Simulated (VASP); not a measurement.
A run of VASP 6.6.1 is set up as follows.

INCAR

```
SYSTEM = Nb2Te6Mo
ALGO = Normal
EDIFF = 1E-6
ENCUT = 520
GGA = PE
ISIF = 2
ISMEAR = 0
LASPH = .True.
LCHARG = .False.
LREAL = .False.
LWAVE = .False.
NBANDS = 48
NELM = 100
PREC = Accurate
SIGMA = 0.1
```

Contents of KPOINTS:

```
k-points
0
Gamma
  6 6 1
  0 0 0
```

File POSCAR:

```
Nb2Te6Mo
1.0
    3.7237674800      0.0000000000      0.0000000000
   -1.8618837400      3.2248772400      0.0000000000
    0.0000000000      0.0000000000     21.4638403000
Nb Te Mo
2 6 1
Direct
    0.0000000000      0.0000000000      0.8333333300
    0.0000000000      0.0000000000      0.1666666700
    0.6666666700      0.3333333300      0.0818774100
    0.6666666700      0.3333333300      0.4152107400
    0.6666666700      0.3333333300      0.7485440800
    0.3333333300      0.6666666700      0.9181225900
    0.3333333300      0.6666666700      0.2514559200
    0.3333333300      0.6666666700      0.5847892600
    0.0000000000      0.0000000000      0.5000000000
```

Potentials or basis: VASP PAW PBE potentials, release 64 (Nb_sv, Te, Mo_sv).

Run with:

```sh
$ cat potpaw_PBE.64/Nb_sv/POTCAR potpaw_PBE.64/Te/POTCAR potpaw_PBE.64/Mo_sv/POTCAR > POTCAR
$ mpirun -np 1 vasp_std > vasp.out
```

Problem. Predict the pressure.

Solution. -2.2 GPa.

Problem. Predict the largest force.

Solution. 0.581 eV/Å.

Problem. Predict the band gap on the k mesh.

Solution. Zero (bands 38 and 39 overlap by 0.91 eV).

Forces in eV/Å, atoms in the order of the input:
```
Nb   0.000  0.000 -0.014
Nb   0.000  0.000  0.014
Te   0.000  0.000 -0.050
Te   0.000  0.000  0.581
Te   0.000  0.000 -0.037
Te   0.000  0.000  0.050
Te   0.000  0.000  0.037
Te   0.000  0.000 -0.581
Mo   0.000  0.000  0.000
```

Caveat: spin-orbit coupling is left out, which moves the levels of the heavy elements; this functional lacks dispersion, which binds layers or chains, so the pressure and a relaxed spacing across them are unreliable.
